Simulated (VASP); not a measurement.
# Al (I4/mmm) in VASP: further runs

Runs on Al. Level: PBE. Tasks: single point.

Everything below comes from runs of VASP 6.6.1. Logs are shortened: lines on timing, memory, paths and dates and some standing lists are left out, and cuts for length are marked.

### Step 1. The cell of the first run

Symmetry: I4/mmm, No. 139, tetragonal system. The conventional cell has a = 2.633 Å, b = 2.633 Å, c = 3.886 Å, α = 90.00°, β = 90.00°, γ = 90.00°. Al (site symmetry 4/mmm) has 12 Al at 2.63 to 2.69 Å within 3.5 Å.

### Step 2. Single point, PBE (strain -0.080 along x and y, -0.040 along z)

Input file INCAR:

```
SYSTEM = Al
PREC     = Accurate       ! precision mode
ENCUT    = 520            ! plane-wave cutoff, eV
EDIFF    = 1E-6           ! SCF threshold, eV
ISMEAR   = 0              ! smearing method
SIGMA    = 0.15           ! smearing width, eV
LREAL    = .FALSE.        ! projectors in reciprocal space
LASPH    = .TRUE.         ! aspherical terms in the spheres
NELM     = 100            ! most SCF steps
ALGO     = Fast           ! electronic algorithm
ISIF     = 2              ! what is computed and relaxed
LWAVE    = .FALSE.        ! write WAVECAR
LCHARG   = .FALSE.        ! write CHGCAR
GGA      = PE             ! functional
NBANDS   = 8              ! bands
```

Input file KPOINTS:

```
regular mesh
0
G
  20 20 20
  0 0 0
```

Input file POSCAR:

```
Al
1.0
    0.0000000000      1.8620616000      1.9430208000
    1.8620616000      0.0000000000      1.9430208000
    1.8620616000      1.8620616000      0.0000000000
Al
1
Direct
    0.0000000000      0.0000000000      0.0000000000
```

Potentials or basis: VASP PAW PBE potentials, release 64 (Al).

Run with:

```sh
> cat potpaw_PBE.64/Al/POTCAR > POTCAR
> mpirun -np 1 vasp_std > vasp.out
```

OUTCAR:

```text
SYSTEM = Al
   PREC = Accurate
   ENCUT = 520
   EDIFF = 1E-6
   ISMEAR = 0
   LREAL = .FALSE.
   LASPH = .TRUE.
   NELM = 100
   ISIF = 2
   GGA = PE

 ion  position               nearest neighbor table
   1  0.000  0.000  0.000-

  LATTYP: Found a body centered tetragonal cell.
 ALAT       =     2.6333527687
 C/A-ratio  =     1.4757011086

  Lattice vectors:

 A1 = (  -1.8620616000,   0.0000000000,   1.9430208000)
 A2 = (   1.8620616000,   0.0000000000,   1.9430208000)
 A3 = (   0.0000000000,   1.8620616000,  -1.9430208000)

Analysis of symmetry for initial positions (statically):
=====================================================================
 Subroutine PRICEL returns:
 Original cell was already a primitive cell.

 Routine SETGRP: Setting up the symmetry group for a
 body centered tetragonal supercell.

 Subroutine GETGRP returns: Found 16 space group operations
 (whereof 16 operations were pure point group operations)
 out of a pool of 16 trial point group operations.

The static configuration has the point symmetry D_4h.

Analysis of symmetry for dynamics (positions and initial velocities):
=====================================================================
 Subroutine PRICEL returns:
 Original cell was already a primitive cell.

 Routine SETGRP: Setting up the symmetry group for a
 body centered tetragonal supercell.

 Subroutine GETGRP returns: Found 16 space group operations
 (whereof 16 operations were pure point group operations)
 out of a pool of 16 trial point group operations.

The dynamic configuration has the point symmetry D_4h.

 Subroutine INISYM returns: Found 16 space group operations
 (whereof 16 operations are pure point group operations),
 and found     1 'primitive' translations

----------------------------------------------------------------------------------------

                                     Primitive cell

  volume of cell :      13.4740

  direct lattice vectors                    reciprocal lattice vectors
     0.000000000  1.862061600  1.943020800    -0.268519581  0.268519581  0.257331265
     1.862061600  0.000000000  1.943020800     0.268519581 -0.268519581  0.257331265
     1.862061600  1.862061600  0.000000000     0.268519581  0.268519581 -0.257331265

  length of vectors
     2.691208508  2.691208508  2.633352769     0.458720950  0.458720950  0.458720950

  position of ions in fractional coordinates (direct lattice)
     0.000000000  0.000000000  0.000000000

  ion indices of the primitive-cell ions
   primitive index   ion index
                 1           1

----------------------------------------------------------------------------------------

 KPOINTS: regular mesh

Automatic generation of k-mesh.
 Grid dimensions read from file:
 generate k-points for:   20   20   20

 Generating k-lattice:

  Cartesian coordinates                     Fractional coordinates (reciprocal lattice)
    -0.013425979  0.013425979  0.012866563     0.050000000  0.000000000  0.000000000
     0.013425979 -0.013425979  0.012866563     0.000000000  0.050000000  0.000000000
     0.013425979  0.013425979 -0.012866563     0.000000000  0.000000000  0.050000000

  Length of vectors
     0.022936048  0.022936048  0.022936048

  Shift w.r.t. Gamma in fractional coordinates (k-lattice)
     0.000000000  0.000000000  0.000000000

 Subroutine IBZKPT returns following result:
 ===========================================

 Found    641 irreducible k-points:

 Following reciprocal coordinates:
            Coordinates               Weight
  0.000000  0.000000  0.000000      1.000000
  0.050000  0.000000  0.000000      8.000000
  0.100000  0.000000  0.000000      8.000000
  0.150000  0.000000  0.000000      8.000000
  0.200000  0.000000  0.000000      8.000000
  0.250000  0.000000  0.000000      8.000000
[... 16 lines left out ...]
 -0.400000  0.050000  0.000000      8.000000
 -0.350000  0.050000  0.000000      8.000000
 [... further k-points ...]
   k-points           NKPTS =    641   k-points in BZ     NKDIM =    641   number of bands    NBANDS=      8
   number of dos      NEDOS =    301   number of ions     NIONS =      1
   total plane-waves  NPLWV =   8000
   dimension x,y,z NGX =    20 NGY =   20 NGZ =   20
   dimension x,y,z NGXF=    40 NGYF=   40 NGZF=   40
   ions per type =               1
   NGX,Y,Z   is equivalent  to a cutoff of  12.35, 12.35, 12.63 a.u.
   NGXF,Y,Z  is equivalent  to a cutoff of  24.71, 24.71, 25.25 a.u.
 SYSTEM =  Al
   PREC   = accura    normal or accurate (medium, high low for compatibility)
   ISTART =      0    job   : 0-new  1-cont  2-samecut
   ICHARG =      2    charge: 1-file 2-atom 10-const
   ISPIN  =      1    spin polarized calculation?
   LNONCOLLINEAR =      F non collinear calculations
   LSORBIT =      F    spin-orbit coupling
   LASPH  =      T    aspherical Exc in radial PAW
   ENCUT  =  520.0 eV  38.22 Ry    6.18 a.u.   5.00  5.00  4.90*2*pi/ulx,y,z
   NELM   =    100;   NELMIN=  2; NELMDL= -5     # of ELM steps
   EDIFF  = 0.1E-05   stopping-criterion for ELM
   LREAL  =      F    real-space projection
   EDIFFG = 0.1E-04   stopping-criterion for IOM
   NSW    =      0    number of steps for IOM
   IBRION =     -1    ionic relax: 0-MD 1-quasi-New 2-CG
   NFREE  =      0    steps in history (QN), initial steepest desc. (CG)
   ISIF   =      2    stress and relaxation
   ISYM   =      2    0-nonsym 1-usesym 2-fastsym
   POTIM  = 0.5000    time-step for ionic-motion
   TEBEG  =    0.0;   TEEND  =   0.0 temperature during run
   PSTRESS=    0.0 pullay stress
   NELECT =       3.0000    total number of electrons
   NUPDOWN=      -1.0000    fix difference up-down
   EMIN   =  10.00;   EMAX   =-10.00  energy-range for DOS
   EFERMI =   0.00;   METHOD = LEGACY
   ISMEAR =     0;   SIGMA  =   0.15  broadening in eV -4-tet -1-fermi 0-gaus
   EFERMI_NEDOS =   21; number of points for ismear=-14 and -15
   IALGO  =     68    algorithm
   IMIX   =      4    mixing-type and parameters
     AMIX     =   0.40;   BMIX     =  1.00
     AMIX_MAG =   1.60;   BMIX_MAG =  1.00
  volume/ion in A,a.u.               =      13.47        90.93
  Fermi-wavevector in a.u.,A,eV,Ry     =   0.992240  1.875062 13.395483  0.984540
  Thomas-Fermi vector in A             =   2.124038
   LORBIT       =      0    0 simple, 1 ext, 2 COOP (PROOUT), +10 PAW based schemes
   GGA     = PE    functional components
   LHFCALC =     F    Hartree Fock is set to
   AEXX    =    0.0000 exact exchange contribution
   IVDW    =     0    specifies the selected vdW correction
   LEPSILON=     F    determine dielectric tensor
   LRPA    =     F    only Hartree local field effects (RPA)
 non-spin polarized calculation
 RMM-DIIS sequential band-by-band and
 Gauss-broadening in eV      SIGMA  =   0.15
  energy-cutoff  :      520.00
  volume of cell :       13.47
 maximum number of plane-waves:       375
   NGX =  9   NGY =  9   NGZ =  9

 number of electron       3.0000000 magnetization

 Free energy of the ion-electron system (eV)
  ---------------------------------------------------
  ext. energy  EPLUGINS =         0.00000000
  ---------------------------------------------------
  free energy    TOTEN  =        -3.54866198 eV

  energy without entropy =       -3.54492657  energy(sigma->0) =       -3.54679427

 E-fermi :  10.2854     XC(G=0): -10.9531

 val. band max:       10.2818539800   @ k =  -0.4000   0.3500   0.2500
 cond. band min:      10.2882445811   @ k =  -0.3000   0.4000   0.1000
 fundamental gap:      0.0063906011
 Fermi energy:        10.2853564717

 k-point     1 :       0.0000    0.0000    0.0000
  band No.  band energies     occupation
      1      -2.3241      2.00000
      2      23.7605      0.00000
      3      24.2932      0.00000
      4      24.2932      0.00000
      5      27.2201      0.00000
      6      27.2201      0.00000
      7      27.3822      0.00000
      8      28.3330      0.00000

 k-point     2 :       0.0500    0.0000    0.0000
  band No.  band energies     occupation
      1      -2.2464      2.00000
      2      22.8284      0.00000
      3      23.8163      0.00000
      4      24.1512      0.00000
      5      27.4570      0.00000
      6      27.4883      0.00000
      7      27.6532      0.00000
      8      29.2898      0.00000

 k-point     3 :       0.1000    0.0000    0.0000
  band No.  band energies     occupation
      1      -2.0134      2.00000
      2      20.7163      0.00000
      3      23.4068      0.00000
      4      23.8378      0.00000
      5      27.3578      0.00000
      6      28.1793      0.00000
      7      28.3434      0.00000
      8      29.4221      0.00000

 k-point     4 :       0.1500    0.0000    0.0000
  band No.  band energies     occupation
      1      -1.6263      2.00000
      2      18.4775      0.00000
      3      22.9877      0.00000
      4      23.5062      0.00000
      5      27.0850      0.00000
      6      28.2667      0.00000
      7      29.1343      0.00000
      8      29.4461      0.00000

 k-point     5 :       0.2000    0.0000    0.0000
  band No.  band energies     occupation
      1      -1.0865      2.00000
      2      16.2766      0.00000
      3      22.6182      0.00000
      4      23.2317      0.00000
      5      26.7375      0.00000
      6      27.2926      0.00000
      7      29.1015      0.00000
      8      30.2965      0.00000

 k-point     6 :       0.2500    0.0000    0.0000
  band No.  band energies     occupation
      1      -0.3962      2.00000
      2      14.1585      0.00000
      3      22.3307      0.00000
      4      23.0444      0.00000
      5      26.0537      0.00000
      6      26.7816      0.00000
      7      27.9956      0.00000
      8      31.5873      0.00000

 k-point     7 :       0.3000    0.0000    0.0000
  band No.  band energies     occupation
      1       0.4417      2.00000
      2      12.1428      0.00000
      3      22.1385      0.00000
      4      22.9555      0.00000
      5      25.2143      0.00000
      6      26.6315      0.00000
      7      26.9977      0.00000
      8      30.9601      0.00000
[... 133 lines left out ...]
 k-point    20 :       0.4500    0.0500    0.0000
  band No.  band energies     occupation
      1       3.3783      2.00000
      2       7.4712      2.00000
      3      21.2196      0.00000
      4      22.2545      0.00000
      5      23.5030      0.00000
      6      26.0797      0.00000
      7      27.2366      0.00000
      8      29.6417      0.00000

 k-point    21 :       0.5000    0.0500    0.0000
  band No.  band energies     occupation
      1       4.6466      2.00000
      2       5.9739      2.00000
      3      20.8069      0.00000
      4      22.5818      0.00000
      5      23.7802      0.00000
      6      25.5334      0.00000
      7      27.4484      0.00000
      8      29.1198      0.00000

 k-point    22 :      -0.4500    0.0500    0.0000
  band No.  band energies     occupation
      1       4.3277      2.00000
      2       6.3272      2.00000
      3      20.5055      0.00000
      4      23.0055      0.00000
      5      24.1946      0.00000
      6      25.1381      0.00000
      7      27.5902      0.00000
      8      28.9317      0.00000

 k-point    23 :      -0.4000    0.0500    0.0000
  band No.  band energies     occupation
      1       3.0556      2.00000
      2       7.8972      2.00000
      3      20.3240      0.00000
      4      23.4753      0.00000
      5      24.7368      0.00000
      6      24.9439      0.00000
      7      27.5268      0.00000
      8      29.2103      0.00000

 k-point    24 :      -0.3500    0.0500    0.0000
  band No.  band energies     occupation
      1       1.8874      2.00000
      2       9.6261      2.00000
      3      20.2654      0.00000
      4      23.8418      0.00000
      5      25.0984      0.00000
      6      25.4017      0.00000
      7      27.3960      0.00000
      8      29.8035      0.00000

 [... further k-points ...]

------------------------ aborting loop because EDIFF is reached ----------------------------------------

  FORCE on cell =-STRESS in cart. coord.  units (eV):
  Direction    XX          YY          ZZ          XY          YZ          ZX
  --------------------------------------------------------------------------------------
  -------------------------------------------------------------------------------------
  Total        2.2570227      2.2570227      1.7827053      0.0000000     -0.0000000      0.0000000
  in kB      268.3805113    268.3805113    211.9798586      0.0000000     -0.0000000      0.0000000
  external PRESSURE =     249.5802937 kB  Pullay stress =       0.0000000 kB

 VOLUME and BASIS-vectors are now :
 -----------------------------------------------------------------------------
  energy-cutoff  :      520.00
  volume of cell :       13.47
      direct lattice vectors                 reciprocal lattice vectors
     0.000000000  1.862061600  1.943020800    -0.268519581  0.268519581  0.257331265
     1.862061600  0.000000000  1.943020800     0.268519581 -0.268519581  0.257331265
     1.862061600  1.862061600  0.000000000     0.268519581  0.268519581 -0.257331265

 POSITION                                       TOTAL-FORCE (eV/Angst)
 -----------------------------------------------------------------------------------
      0.00000      0.00000      0.00000         0.000000      0.000000      0.000000
 -----------------------------------------------------------------------------------
    total drift:                                0.000000      0.000000     -0.000000

  FREE ENERGIE OF THE ION-ELECTRON SYSTEM (eV)
  ---------------------------------------------------
  free  energy   TOTEN  =        -3.5486619842 eV

  energy  without entropy=       -3.5449265658  energy(sigma->0) =       -3.54679427
```

Run time: 73 s. Hardware: 1 thread of Intel Xeon 8259CL, shared host; peak memory 0.17 GiB.

Results:

- Free energy: -3.5487 eV
- Pressure: 25.0 GPa
- Band gap on the k mesh: zero (an odd number of electrons rules out a gap without spin polarisation)

Levels at points of the mesh, in eV from the Fermi level:
| k point | band 1 | band 2 | band 3 | band 4 |
| --- | --- | --- | --- | --- |
| (0.00, 0.00, 0.00) | -12.61 | 13.48 | 14.01 | 14.01 |
| (0.50, 0.00, 0.00) | -5.43 | -4.67 | 11.85 | 12.99 |
| (0.50, 0.50, 0.00) | -3.88 | -2.32 | 5.67 | 7.26 |
| (0.50, 0.00, 0.50) | -3.16 | -1.42 | 5.13 | 6.21 |

Caveat: the cell differs from its parent crystal (strain -0.080 along x and y, -0.040 along z); the cell stands under pressure.

### Step 3. Single point, PBE (strain -0.080 along x and y, +0.000 along z)

Input file INCAR:

```
SYSTEM = Al
ALGO     = Normal         ! electronic algorithm
EDIFF    = 1E-6           ! SCF threshold, eV
ENCUT    = 520            ! plane-wave cutoff, eV
GGA      = PE             ! functional
ISIF     = 2              ! what is computed and relaxed
ISMEAR   = 0              ! smearing method
LASPH    = .TRUE.         ! aspherical terms in the spheres
LCHARG   = .FALSE.        ! write CHGCAR
LREAL    = .FALSE.        ! projectors in reciprocal space
LWAVE    = .FALSE.        ! write WAVECAR
NBANDS   = 8              ! bands
NELM     = 60             ! most SCF steps
PREC     = Accurate       ! precision mode
SIGMA    = 0.15           ! smearing width, eV
```

Input file KPOINTS:

```
k-points
0
G
  20 20 20
  0 0 0
```

Input file POSCAR:

```
Al
1.0
    0.0000000000      1.8620616000      2.0239800000
    1.8620616000      0.0000000000      2.0239800000
    1.8620616000      1.8620616000      0.0000000000
Al
1
Direct
    0.0000000000      0.0000000000      0.0000000000
```

Potentials or basis: VASP PAW PBE potentials, release 64 (Al).

Run with:

```sh
> cat potpaw_PBE.64/Al/POTCAR > POTCAR
> mpirun -np 1 vasp_std > vasp.out
```

Wall time 70 s (1 thread of Intel Xeon 8259CL, shared host); peak memory 0.17 GiB.

It converged, with:

```yaml
Free_energy: -3.6058 eV
Pressure: 18.8 GPa
Band_gap_on_the_k_mesh: zero (an odd number of electrons rules out a gap without spin polarisation)
```

Stress tensor (GPa, compression positive):
```
22.32  0.00  0.00
 0.00 22.32  0.00
 0.00  0.00 11.73
```

Levels at points of the mesh, in eV from the Fermi level:
```csv
k point,band 1,band 2,band 3,band 4,band 5,band 6
"(0.00, 0.00, 0.00)",-12.25,13.01,14.05,14.05,16.38,16.38
"(0.50, 0.00, 0.00)",-5.19,-4.53,11.11,11.73,13.38,14.56
"(0.50, 0.50, 0.00)",-4.11,-2.79,6.08,7.66,7.66,11.88
"(0.50, 0.00, 0.50)",-2.78,-1.04,5.08,5.67,6.26,10.32
```

Caveat: the cell differs from its parent crystal (strain -0.080 along x and y, +0.000 along z); the cell stands under pressure.

### Step 4. Single point, PBE (strain -0.040 along x and y, -0.080 along z)

Input file INCAR:

```
PREC = Accurate
ENCUT = 520
EDIFF = 1E-6
ISMEAR = 0
SIGMA = 0.15
LREAL = F
LASPH = T
NELM = 60
ALGO = Normal
ISIF = 2
LWAVE = F
LCHARG = F
GGA = PE
NBANDS = 8
```

Input file KPOINTS:

```
regular mesh
0
Gamma
  20 20 20
```

Input file POSCAR:

```
Al
1.0
    0.0000000000      1.9430208000      1.8620616000
    1.9430208000      0.0000000000      1.8620616000
    1.9430208000      1.9430208000      0.0000000000
Al
1
Direct
    0.0000000000      0.0000000000      0.0000000000
```

Run with:

```sh
> cat potpaw_PBE.64/Al/POTCAR > POTCAR
> mpirun -np 1 vasp_std > vasp.out
```

Wall time 53 s (1 thread of Intel Xeon 8259CL, shared host); peak memory 0.17 GiB.

It converged, with:

```
Free energy            : -3.6276 eV
Pressure               : 17.9 GPa
Band gap on the k mesh : zero (an odd number of electrons rules out a gap without spin polarisation)
```

Stress tensor (GPa, compression positive):
```
16.41  0.00  0.00
 0.00 16.41  0.00
 0.00  0.00 20.86
```

Levels at points of the mesh, in eV from the Fermi level:
| k point | band 1 | band 2 | band 3 | band 4 | band 5 |
| --- | --- | --- | --- | --- | --- |
| (0.00, 0.00, 0.00) | -12.29 | 13.40 | 13.40 | 13.90 | 16.25 |
| (0.50, 0.00, 0.00) | -5.25 | -4.60 | 11.70 | 12.66 | 12.71 |
| (0.50, 0.50, 0.00) | -2.81 | -1.08 | 4.92 | 5.82 | 5.82 |
| (0.50, 0.00, 0.50) | -3.54 | -1.98 | 5.49 | 6.58 | 6.86 |

Caveat: the cell differs from its parent crystal (strain -0.040 along x and y, -0.080 along z); the cell stands under pressure.

### Step 5. Summary

```tsv
cell	gap on the mesh (eV)	pressure (GPa)
a = 2.691, b = 2.691, c = 2.633 Å, angles 60.7, 60.7, 58.6°, 1 atom	none	25.0
a = 2.750, b = 2.750, c = 2.633 Å, angles 61.4, 61.4, 57.2°, 1 atom	none	18.8
a = 2.691, b = 2.691, c = 2.748 Å, angles 59.3, 59.3, 61.4°, 1 atom	none	17.9
```

Alike in all rows: task single point; level PBE; potentials or basis VASP PAW PBE potentials, release 64 (Al); no spin polarisation; k mesh 20 × 20 × 20; cutoff (eV) 520; smearing gaussian 0.15 eV.

Caveats: the cell stands under pressure.

Absolute energies hang on the potentials; compare differences alone.
